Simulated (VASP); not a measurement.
# SiC (I-4m2) in VASP: notebook, part 2 of 2

VASP 6.6.1.

### Step 3. Single point, PBE (strain +0.000 along x and y, -0.050 along z)

Contents of INCAR:

```
SYSTEM = SiC
PREC = Accurate
ENCUT = 520
EDIFF = 1E-6
ISMEAR = 0
SIGMA = 0.05
LREAL = .False.
LASPH = .True.
NELM = 100
ALGO = Normal
ISIF = 2
LWAVE = .False.
LCHARG = .True.
GGA = PE
LELF = .True.
LVHAR = .True.
NBANDS = 11
```

Contents of KPOINTS:

```
regular mesh
0
Gamma
  10 10 10
  0 0 0
```

Contents of POSCAR:

```
SiC
1.0
    0.0000000000      2.1898640950      2.0803708902
    2.1898640950      0.0000000000      2.0803708902
    2.1898640950      2.1898640950      0.0000000000
Si C
1 1
Direct
    0.0000000000      0.0000000000      0.0000000000
    0.7500000000      0.7500000000      0.7500000000
```

Potentials or basis: VASP PAW PBE potentials, release 64 (Si, C).

On the command line:

```
cat potpaw_PBE.64/Si/POTCAR potpaw_PBE.64/C/POTCAR > POTCAR
mpirun -np 1 vasp_std > vasp.out
```

OUTCAR:

```text
SYSTEM = SiC
   PREC = Accurate
   ENCUT = 520
   EDIFF = 1E-6
   ISMEAR = 0
   LREAL = .False.
   LASPH = .True.
   NELM = 100
   ISIF = 2
   GGA = PE

 ion  position               nearest neighbor table
   1  0.000  0.000  0.000-   2 1.87   2 1.87   2 1.87   2 1.87
   2  0.750  0.750  0.750-   1 1.87   1 1.87   1 1.87   1 1.87

  LATTYP: Found a body centered tetragonal cell.
 ALAT       =     3.0969355029
 C/A-ratio  =     1.3435028842

  Lattice vectors:

 A1 = (   0.0000000000,  -2.1898640950,  -2.0803708902)
 A2 = (   0.0000000000,   2.1898640950,  -2.0803708902)
 A3 = (   2.1898640950,   0.0000000000,   2.0803708902)

Analysis of symmetry for initial positions (statically):
=====================================================================
 Subroutine PRICEL returns:
 Original cell was already a primitive cell.

 Routine SETGRP: Setting up the symmetry group for a
 body centered tetragonal supercell.

 Subroutine GETGRP returns: Found  8 space group operations
 (whereof  8 operations were pure point group operations)
 out of a pool of 16 trial point group operations.

The static configuration has the point symmetry D_2d.

Analysis of symmetry for dynamics (positions and initial velocities):
=====================================================================
 Subroutine PRICEL returns:
 Original cell was already a primitive cell.

 Routine SETGRP: Setting up the symmetry group for a
 body centered tetragonal supercell.

 Subroutine GETGRP returns: Found  8 space group operations
 (whereof  8 operations were pure point group operations)
 out of a pool of 16 trial point group operations.

The dynamic configuration has the point symmetry D_2d.

 Subroutine INISYM returns: Found  8 space group operations
 (whereof  8 operations are pure point group operations),
 and found     1 'primitive' translations

----------------------------------------------------------------------------------------

                                     Primitive cell

  volume of cell :      19.9529
[... 112 lines left out ...]
  Thomas-Fermi vector in A             =   2.342819
   LORBIT       =      0    0 simple, 1 ext, 2 COOP (PROOUT), +10 PAW based schemes
   GGA     = PE    functional components
   LHFCALC =     F    Hartree Fock is set to
   AEXX    =    0.0000 exact exchange contribution
   IVDW    =     0    specifies the selected vdW correction
   LEPSILON=     F    determine dielectric tensor
   LRPA    =     F    only Hartree local field effects (RPA)
 non-spin polarized calculation
 Gauss-broadening in eV      SIGMA  =   0.05
  energy-cutoff  :      520.00
  volume of cell :       19.95
 maximum number of plane-waves:       550
   NGX = 11   NGY = 11   NGZ = 11

 number of electron       8.0000000 magnetization

 Free energy of the ion-electron system (eV)
  ---------------------------------------------------
  ext. energy  EPLUGINS =         0.00000000
  ---------------------------------------------------
  free energy    TOTEN  =       -14.99696287 eV

  energy without entropy =      -14.99696287  energy(sigma->0) =      -14.99696287

 E-fermi :   9.0138     XC(G=0): -11.5189

 val. band max:        8.7470569158   @ k =   0.0000   0.0000   0.0000
 cond. band min:       9.5477053865   @ k =   0.5000   0.5000   0.0000
 fundamental gap:      0.8006484707
 Fermi energy:         9.0138200097

 k-point     1 :       0.0000    0.0000    0.0000
  band No.  band energies     occupation
      1      -7.1675      2.00000
      2       8.4237      2.00000
      3       8.4237      2.00000
      4       8.7471      2.00000
      5      15.1737      0.00000
      6      16.0065      0.00000
      7      16.1469      0.00000
      8      16.1469      0.00000
      9      22.4551      0.00000
     10      23.8891      0.00000
     11      25.4214      0.00000
[... 309 lines left out ...]
 k-point    24 :       0.4000    0.3000    0.0000
  band No.  band energies     occupation
      1      -3.7379      2.00000
      2       3.1205      2.00000
      3       5.1982      2.00000
      4       5.5139      2.00000
      5      11.2493      0.00000
      6      13.7860      0.00000
      7      20.5694      0.00000
      8      20.5892      0.00000
      9      23.1341      0.00000
     10      26.6418      0.00000
     11      30.5145      0.00000

 [... further k-points ...]
[... 5 lines left out ...]
  --------------------------------------------------------------------------------------
  -------------------------------------------------------------------------------------
  Total        0.9745183      0.9745183      2.4405157      0.0000000     -0.0000000      0.0000000
  in kB       78.2520103     78.2520103    195.9688730      0.0000000     -0.0000000      0.0000000
  external PRESSURE =     117.4909646 kB  Pullay stress =       0.0000000 kB

 VOLUME and BASIS-vectors are now :
 -----------------------------------------------------------------------------
  energy-cutoff  :      520.00
  volume of cell :       19.95
      direct lattice vectors                 reciprocal lattice vectors
     0.000000000  2.189864095  2.080370890    -0.228324671  0.228324671  0.240341759
     2.189864095  0.000000000  2.080370890     0.228324671 -0.228324671  0.240341759
     2.189864095  2.189864095  0.000000000     0.228324671  0.228324671 -0.240341759

 POSITION                                       TOTAL-FORCE (eV/Angst)
 -----------------------------------------------------------------------------------
      0.00000      0.00000      0.00000        -0.000000     -0.000000     -0.000000
      3.28480      3.28480      3.12056         0.000000      0.000000      0.000000
 -----------------------------------------------------------------------------------
    total drift:                               -0.000000     -0.000000      0.000000

  FREE ENERGIE OF THE ION-ELECTRON SYSTEM (eV)
  ---------------------------------------------------
  free  energy   TOTEN  =       -14.9969628663 eV

  energy  without entropy=      -14.9969628663  energy(sigma->0) =      -14.99696287
```

OSZICAR:

```text
N       E                     dE             d eps       ncg     rms          rms(c)
DAV:   1     0.455935690133E+01    0.45594E+01   -0.41046E+03  2319   0.622E+02
DAV:   2    -0.163288373669E+02   -0.20888E+02   -0.20062E+02  2808   0.112E+02
DAV:   3    -0.169507607937E+02   -0.62192E+00   -0.62083E+00  2789   0.162E+01
DAV:   4    -0.169530141517E+02   -0.22534E-02   -0.22532E-02  2614   0.123E+00
DAV:   5    -0.169530236707E+02   -0.95191E-05   -0.95196E-05  2750   0.741E-02    0.919E+00
DAV:   6    -0.150657589713E+02    0.18873E+01   -0.65401E+00  2526   0.116E+01    0.410E+00
DAV:   7    -0.150047674447E+02    0.60992E-01   -0.42948E-01  2710   0.372E+00    0.185E+00
DAV:   8    -0.149967584503E+02    0.80090E-02   -0.20683E-02  2562   0.961E-01    0.170E-01
DAV:   9    -0.149968586437E+02   -0.10019E-03   -0.15504E-03  2826   0.228E-01    0.114E-01
DAV:  10    -0.149969606211E+02   -0.10198E-03   -0.21489E-04  2547   0.906E-02    0.259E-02
DAV:  11    -0.149969624984E+02   -0.18773E-05   -0.36653E-05  2703   0.321E-02    0.670E-03
DAV:  12    -0.149969628663E+02   -0.36795E-06   -0.16634E-06  1993   0.786E-03
   1 F= -.14996963E+02 E0= -.14996963E+02  d E =-.122516E-16
```

stdout:

```text
POSCAR found type information on POSCAR SiC
 POSCAR found :  2 types and       2 ions
 scaLAPACK will be used
 LDA part: xc-table for (Slater+PW92), standard interpolation
 POSCAR, INCAR and KPOINTS ok, starting setup
 FFT: planning ... GRIDC
 FFT: planning ... GRID_SOFT
 FFT: planning ... GRID
 WAVECAR not read
 entering main loop
```

Run time: 11 s. Hardware: 1 thread of Intel Xeon Platinum 8488C (Sapphire Rapids), shared host; peak memory 0.14 GiB.

Results:

- Free energy: -14.9970 eV
- Pressure: 11.7 GPa
- Band gap on the k mesh: 0.80 eV, indirect (least direct gap 4.52 eV)

Caveat: the cell differs from its parent crystal (strain +0.000 along x and y, -0.050 along z). A k mesh can miss the band edges.
